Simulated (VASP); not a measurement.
Here is a VASP 6.6.1 calculation.

Contents of INCAR:

```
PREC     = Accurate       # precision mode
ENCUT    = 520            # plane-wave cutoff, eV
EDIFF    = 1E-6           # SCF threshold, eV
ISMEAR   = 0              # smearing method
SIGMA    = 0.3            # smearing width, eV
LREAL    = F              # projectors in reciprocal space
LASPH    = T              # aspherical terms in the spheres
NELM     = 80             # most SCF steps
ALGO     = Normal         # electronic algorithm
ISIF     = 2              # what is computed and relaxed
LWAVE    = F              # write WAVECAR
LCHARG   = F              # write CHGCAR
NBANDS   = 22             # bands
```

Contents of KPOINTS:

```
regular mesh
0
Gamma
  9 9 4
```

POSCAR

```
I
1.0
    3.5886574692     -2.1413150360      0.0000000000
    3.5886574692      2.1413150360      0.0000000000
    0.0000000000      0.0000000000      9.6272130010
I
4
Direct
    0.8254264989      0.1745735011      0.1231842597
    0.6745735011      0.3254264989      0.6231842597
    0.1745735011      0.8254264989      0.8768157403
    0.3254264989      0.6745735011      0.3768157403
```

Potentials or basis: VASP PAW LDA potentials, release 64 (I).

The run is started by

```bash
$ cat potpaw_LDA.64/I/POTCAR > POTCAR
$ mpirun -np 1 vasp_std > vasp.out
```

(1) Predict the band gap on the k mesh.

(2) What does it give for the largest force?

(3) What does it give for the pressure?

Answers

(1) 0.63 eV (least direct gap 0.98 eV).

(2) 0.031 eV/Å.

(3) 0.0 GPa.

Caveat: so wide a smearing shifts energies and pressures; semilocal functionals underestimate gaps, and a narrow one can read as zero; spin-orbit coupling is left out, which moves the levels of the heavy elements.
